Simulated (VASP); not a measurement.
# Ti3C2 (P6_3/mmc) in VASP: a series of runs

Ti3C2 is run at these levels: PBEsol; tasks: single point.

Everything below comes from runs of VASP 6.6.1. Logs are shortened: lines on timing, memory, paths and dates and some standing lists are left out, and cuts for length are marked.

## 1. The cell of the first run

It takes space group P6_3/mmc (No. 194, hexagonal). Conventional cell: a = 3.164 Å, b = 3.164 Å, c = 14.625 Å, α = 90.00°, β = 90.00°, γ = 120.00°. Within 3.0 Å of Ti (site symmetry 3m) lie 3 C at 2.09 Å and 4 Ti at 2.78 to 2.91 Å. Within 3.0 Å of Ti (site symmetry -3m) lie 6 C at 2.21 Å and 6 Ti at 2.91 Å. Within 2.8 Å of C (site symmetry 3m) lie 6 Ti at 2.09 to 2.21 Å.

## 2. Single point, PBEsol (biaxial strain in the a-b plane: +4.0 %)

INCAR reads:

```
ALGO = Normal
EDIFF = 1E-6
ENCUT = 520
GGA = PS
ISIF = 2
ISMEAR = 0
LASPH = T
LCHARG = F
LREAL = F
LWAVE = F
NBANDS = 55
NELM = 80
PREC = Accurate
SIGMA = 0.1
```

KPOINTS reads:

```
k-points
0
Gamma
  12 12 4
```

POSCAR reads:

```
Ti3C2
1.0
    3.1637735320      0.0000000000      0.0000000000
   -1.5818867660      2.7399082505      0.0000000000
    0.0000000000      0.0000000000     14.6250178060
Ti C
6 4
Direct
    0.3333333333      0.6666666667      0.8451892750
    0.6666666667      0.3333333333      0.3451892750
    0.6666666667      0.3333333333      0.1548107250
    0.3333333333      0.6666666667      0.6548107250
    0.0000000000      0.0000000000      0.0000000000
    0.0000000000      0.0000000000      0.5000000000
    0.6666666667      0.3333333333      0.9143909664
    0.3333333333      0.6666666667      0.4143909664
    0.6666666667      0.3333333333      0.5856090336
    0.3333333333      0.6666666667      0.0856090336
```

Potentials or basis: VASP PAW PBE potentials, release 64 (Ti_sv, C).

Run with:

```bash
> cat potpaw_PBE.64/Ti_sv/POTCAR potpaw_PBE.64/C/POTCAR > POTCAR
> mpirun -np 1 vasp_std > vasp.out
```

OUTCAR:

```text
EDIFF = 1E-6
   ENCUT = 520
   GGA = PS
   ISIF = 2
   ISMEAR = 0
   LASPH = T
   LREAL = F
   NELM = 80
   PREC = Accurate

 ion  position               nearest neighbor table
   1  0.333  0.667  0.845-   7 2.09   7 2.09   7 2.09   4 2.78   5 2.91   5 2.91   5 2.91
   2  0.667  0.333  0.345-   8 2.09   8 2.09   8 2.09   3 2.78   6 2.91   6 2.91   6 2.91
   3  0.667  0.333  0.155-  10 2.09  10 2.09  10 2.09   2 2.78   5 2.91   5 2.91   5 2.91
   4  0.333  0.667  0.655-   9 2.09   9 2.09   9 2.09   1 2.78   6 2.91   6 2.91   6 2.91
   5  0.000  0.000  0.000-   7 2.21  10 2.21  10 2.21   7 2.21   7 2.21  10 2.21   1 2.91   3 2.91
                             1 2.91   3 2.91   1 2.91   3 2.91
   6  0.000  0.000  0.500-   8 2.21   9 2.21   8 2.21   9 2.21   9 2.21   8 2.21   2 2.91   4 2.91
                             4 2.91   2 2.91   4 2.91   2 2.91
   7  0.667  0.333  0.914-   1 2.09   1 2.09   1 2.09   5 2.21   5 2.21   5 2.21
   8  0.333  0.667  0.414-   2 2.09   2 2.09   2 2.09   6 2.21   6 2.21   6 2.21
   9  0.667  0.333  0.586-   4 2.09   4 2.09   4 2.09   6 2.21   6 2.21   6 2.21
  10  0.333  0.667  0.086-   3 2.09   3 2.09   3 2.09   5 2.21   5 2.21   5 2.21

  LATTYP: Found a hexagonal cell.
 ALAT       =     3.1637735320
 C/A-ratio  =     4.6226500279

  Lattice vectors:

 A1 = (   3.1637735320,   0.0000000000,   0.0000000000)
 A2 = (  -1.5818867660,   2.7399082505,   0.0000000000)
 A3 = (   0.0000000000,   0.0000000000,  14.6250178060)

Analysis of symmetry for initial positions (statically):
=====================================================================
 Subroutine PRICEL returns:
 Original cell was already a primitive cell.

 Routine SETGRP: Setting up the symmetry group for a
 hexagonal supercell.

 Subroutine GETGRP returns: Found 24 space group operations
 (whereof 12 operations were pure point group operations)
 out of a pool of 24 trial point group operations.

The static configuration has the point symmetry D_3d.
 The point group associated with its full space group is D_6h.

Analysis of symmetry for dynamics (positions and initial velocities):
=====================================================================
 Subroutine PRICEL returns:
 Original cell was already a primitive cell.

 Routine SETGRP: Setting up the symmetry group for a
 hexagonal supercell.

 Subroutine GETGRP returns: Found 24 space group operations
 (whereof 12 operations were pure point group operations)
 out of a pool of 24 trial point group operations.

The dynamic configuration has the point symmetry D_3d.
 The point group associated with its full space group is D_6h.

 Subroutine INISYM returns: Found 24 space group operations
 (whereof 12 operations are pure point group operations),
 and found     1 'primitive' translations

----------------------------------------------------------------------------------------

                                     Primitive cell

  volume of cell :     126.7762

  direct lattice vectors                    reciprocal lattice vectors
     3.163773532  0.000000000  0.000000000     0.316078250  0.182487862  0.000000000
    -1.581886766  2.739908251  0.000000000     0.000000000  0.364975725  0.000000000
     0.000000000  0.000000000 14.625017806     0.000000000  0.000000000  0.068375985

  length of vectors
     3.163773532  3.163773532 14.625017806     0.364975725  0.364975725  0.068375985

  position of ions in fractional coordinates (direct lattice)
     0.333333333  0.666666667  0.845189275
     0.666666667  0.333333333  0.345189275
     0.666666667  0.333333333  0.154810725
     0.333333333  0.666666667  0.654810725
     0.000000000  0.000000000  0.000000000
     0.000000000  0.000000000  0.500000000
     0.666666667  0.333333333  0.914390966
     0.333333333  0.666666667  0.414390966
     0.666666667  0.333333333  0.585609034
     0.333333333  0.666666667  0.085609034

  ion indices of the primitive-cell ions
   primitive index   ion index
                 1           1
                 2           2
                 3           3
                 4           4
                 5           5
                 6           6
                 7           7
                 8           8
                 9           9
                10          10

----------------------------------------------------------------------------------------

 KPOINTS: k-points

Automatic generation of k-mesh.
 Grid dimensions read from file:
 generate k-points for:   12   12    4

 Generating k-lattice:

  Cartesian coordinates                     Fractional coordinates (reciprocal lattice)
     0.026339854  0.015207322  0.000000000     0.083333333  0.000000000  0.000000000
     0.000000000  0.030414644  0.000000000     0.000000000  0.083333333  0.000000000
     0.000000000  0.000000000  0.017093996     0.000000000  0.000000000  0.250000000

  Length of vectors
     0.030414644  0.030414644  0.017093996

  Shift w.r.t. Gamma in fractional coordinates (k-lattice)
     0.000000000  0.000000000  0.000000000

 Subroutine IBZKPT returns following result:
 ===========================================

 Found     57 irreducible k-points:

 Following reciprocal coordinates:
            Coordinates               Weight
  0.000000  0.000000  0.000000      1.000000
  0.083333 -0.000000  0.000000      6.000000
  0.166667 -0.000000  0.000000      6.000000
  0.250000 -0.000000  0.000000      6.000000
  0.333333 -0.000000  0.000000      6.000000
  0.416667 -0.000000  0.000000      6.000000
[... 16 lines left out ...]
  0.250000 -0.000000  0.250000     12.000000
  0.333333 -0.000000  0.250000     12.000000
 [... further k-points ...]
   k-points           NKPTS =     57   k-points in BZ     NKDIM =     57   number of bands    NBANDS=     55
   number of dos      NEDOS =    301   number of ions     NIONS =     10
   total plane-waves  NPLWV =  64512
   dimension x,y,z NGX =    24 NGY =   24 NGZ =  112
   dimension x,y,z NGXF=    48 NGYF=   48 NGZF=  224
   ions per type =               6   4
   NGX,Y,Z   is equivalent  to a cutoff of  12.61, 12.61, 12.73 a.u.
   NGXF,Y,Z  is equivalent  to a cutoff of  25.22, 25.22, 25.46 a.u.
 SYSTEM =  unknown system
   PREC   = accura    normal or accurate (medium, high low for compatibility)
   ISTART =      0    job   : 0-new  1-cont  2-samecut
   ICHARG =      2    charge: 1-file 2-atom 10-const
   ISPIN  =      1    spin polarized calculation?
   LNONCOLLINEAR =      F non collinear calculations
   LSORBIT =      F    spin-orbit coupling
   LASPH  =      T    aspherical Exc in radial PAW
   ENCUT  =  520.0 eV  38.22 Ry    6.18 a.u.   5.88  5.88 27.19*2*pi/ulx,y,z
   NELM   =     80;   NELMIN=  2; NELMDL= -5     # of ELM steps
   EDIFF  = 0.1E-05   stopping-criterion for ELM
   LREAL  =      F    real-space projection
   EDIFFG = 0.1E-04   stopping-criterion for IOM
   NSW    =      0    number of steps for IOM
   IBRION =     -1    ionic relax: 0-MD 1-quasi-New 2-CG
   NFREE  =      0    steps in history (QN), initial steepest desc. (CG)
   ISIF   =      2    stress and relaxation
   ISYM   =      2    0-nonsym 1-usesym 2-fastsym
   POTIM  = 0.5000    time-step for ionic-motion
   TEBEG  =    0.0;   TEEND  =   0.0 temperature during run
   PSTRESS=    0.0 pullay stress
   NELECT =      88.0000    total number of electrons
   NUPDOWN=      -1.0000    fix difference up-down
   EMIN   =  10.00;   EMAX   =-10.00  energy-range for DOS
   EFERMI =   0.00;   METHOD = LEGACY
   ISMEAR =     0;   SIGMA  =   0.10  broadening in eV -4-tet -1-fermi 0-gaus
   EFERMI_NEDOS =   21; number of points for ismear=-14 and -15
   IALGO  =     38    algorithm
   IMIX   =      4    mixing-type and parameters
     AMIX     =   0.40;   BMIX     =  1.00
     AMIX_MAG =   1.60;   BMIX_MAG =  1.00
  volume/ion in A,a.u.               =      12.68        85.55
  Fermi-wavevector in a.u.,A,eV,Ry     =   1.449516  2.739189 28.587169  2.101098
  Thomas-Fermi vector in A             =   2.567234
   LORBIT       =      0    0 simple, 1 ext, 2 COOP (PROOUT), +10 PAW based schemes
   GGA     = PS    functional components
   LHFCALC =     F    Hartree Fock is set to
   AEXX    =    0.0000 exact exchange contribution
   IVDW    =     0    specifies the selected vdW correction
   LEPSILON=     F    determine dielectric tensor
   LRPA    =     F    only Hartree local field effects (RPA)
 non-spin polarized calculation
 Gauss-broadening in eV      SIGMA  =   0.10
  energy-cutoff  :      520.00
  volume of cell :      126.78
 maximum number of plane-waves:      3444
 NGX is ok and might be reduce to    24
   NGX = 11   NGY = 11   NGZ = 55

 number of electron      88.0000030 magnetization

 Free energy of the ion-electron system (eV)
  ---------------------------------------------------
  ext. energy  EPLUGINS =         0.00000000
  ---------------------------------------------------
  free energy    TOTEN  =       -95.73239900 eV

  energy without entropy =      -95.71562274  energy(sigma->0) =      -95.72401087

 E-fermi :   8.1524     XC(G=0): -11.9152

 val. band max:        8.1305285812   @ k =   0.0833   0.0833   0.5000
 cond. band min:       8.1726813449   @ k =   0.0833   0.0833   0.2500
 fundamental gap:      0.0421527637
 Fermi energy:         8.1523822772

 k-point     1 :       0.0000    0.0000    0.0000
  band No.  band energies     occupation
      1     -48.5889      2.00000
      2     -48.5791      2.00000
      3     -48.5561      2.00000
      4     -48.5445      2.00000
      5     -48.3555      2.00000
      6     -48.3537      2.00000
[... 47 lines left out ...]
     54       9.8414      0.00000
     55       9.8507      0.00000

 k-point     2 :       0.0833   -0.0000    0.0000
  band No.  band energies     occupation
      1     -48.5861      2.00000
      2     -48.5769      2.00000
      3     -48.5533      2.00000
      4     -48.5424      2.00000
      5     -48.3539      2.00000
      6     -48.3522      2.00000
[... 47 lines left out ...]
     54       9.6969      0.00000
     55      10.0253      0.00000
[... 1216 lines left out ...]
     54      10.0754      0.00000
     55      10.1349      0.00000

 k-point    24 :       0.3333   -0.0000    0.2500
  band No.  band energies     occupation
      1     -48.5573      2.00000
      2     -48.5549      2.00000
      3     -48.5238      2.00000
      4     -48.5210      2.00000
      5     -48.3370      2.00000
      6     -48.3365      2.00000
[... 47 lines left out ...]
     54      10.2930      0.00000
     55      10.3977      0.00000

 [... further k-points ...]
[... 5 lines left out ...]
  --------------------------------------------------------------------------------------
  -------------------------------------------------------------------------------------
  Total      -12.1024892    -12.1024892      2.6055976      0.0000000      0.0000000     -0.0000000
  in kB     -152.9492933   -152.9492933     32.9291191      0.0000000      0.0000000     -0.0000000
  external PRESSURE =     -90.9898225 kB  Pullay stress =       0.0000000 kB

 VOLUME and BASIS-vectors are now :
 -----------------------------------------------------------------------------
  energy-cutoff  :      520.00
  volume of cell :      126.78
      direct lattice vectors                 reciprocal lattice vectors
     3.163773532  0.000000000  0.000000000     0.316078250  0.182487862  0.000000000
    -1.581886766  2.739908251  0.000000000     0.000000000  0.364975725  0.000000000
     0.000000000  0.000000000 14.625017806     0.000000000  0.000000000  0.068375985

 POSITION                                       TOTAL-FORCE (eV/Angst)
 -----------------------------------------------------------------------------------
     -0.00000      1.82661     12.36091        -0.000000     -0.000000      0.156814
      1.58189      0.91330      5.04840        -0.000000     -0.000000      0.156814
      1.58189      0.91330      2.26411         0.000000      0.000000     -0.156814
     -0.00000      1.82661      9.57662         0.000000      0.000000     -0.156814
      0.00000      0.00000      0.00000         0.000000     -0.000000     -0.000000
      0.00000      0.00000      7.31251         0.000000     -0.000000     -0.000000
      1.58189      0.91330     13.37298        -0.000000      0.000000     -0.183655
     -0.00000      1.82661      6.06048        -0.000000     -0.000000     -0.183655
      1.58189      0.91330      8.56454        -0.000000     -0.000000      0.183655
     -0.00000      1.82661      1.25203         0.000000     -0.000000      0.183655
 -----------------------------------------------------------------------------------
    total drift:                               -0.000000      0.000000     -0.000000

  FREE ENERGIE OF THE ION-ELECTRON SYSTEM (eV)
  ---------------------------------------------------
  free  energy   TOTEN  =       -95.7323990024 eV

  energy  without entropy=      -95.7156227416  energy(sigma->0) =      -95.72401087
```

Wall time 6.2 min (1 thread of Intel Xeon Platinum 8488C (Sapphire Rapids), shared host); peak memory 0.41 GiB.

Results:

* Free energy: -95.7324 eV
* Pressure: -9.1 GPa
* Largest force: 0.184 eV/Å
* Band gap on the k mesh: zero (bands 44 and 45 overlap by 0.45 eV)

Forces on the atoms (eV/Å):
```
Ti   0.000  0.000  0.157
Ti   0.000  0.000  0.157
Ti   0.000  0.000 -0.157
Ti   0.000  0.000 -0.157
Ti   0.000  0.000  0.000
Ti   0.000  0.000  0.000
C    0.000  0.000 -0.184
C    0.000  0.000 -0.184
C    0.000  0.000  0.184
C    0.000  0.000  0.184
```

Stress tensor (GPa, compression positive):
```
-15.29   0.00   0.00
  0.00 -15.29   0.00
  0.00   0.00   3.29
```

Levels at points of the mesh, in eV from the Fermi level:
```tsv
k point	band 42	band 43	band 44	band 45	band 46	band 47
(0.00, 0.00, 0.00)	-1.46	0.16	0.16	0.34	0.34	0.66
(0.50, 0.00, 0.00)	-1.49	-1.10	-1.07	0.21	0.49	1.90
(0.00, 0.00, 0.50)	-1.57	0.23	0.23	0.23	0.23	0.83
(0.50, 0.00, 0.50)	-1.64	-1.08	-1.08	0.35	0.35	2.06
```

Caveat: the cell differs from its parent crystal (biaxial strain in the a-b plane: +4.0 %); the stress differs along the axes, from -15 to 3 GPa; the PAW data sets were made with another functional, which shifts forces and pressure a little.

(Continued in part 2 of 2.)

The gap in the log of VASP goes by the Fermi energy; the results here count the filled bands.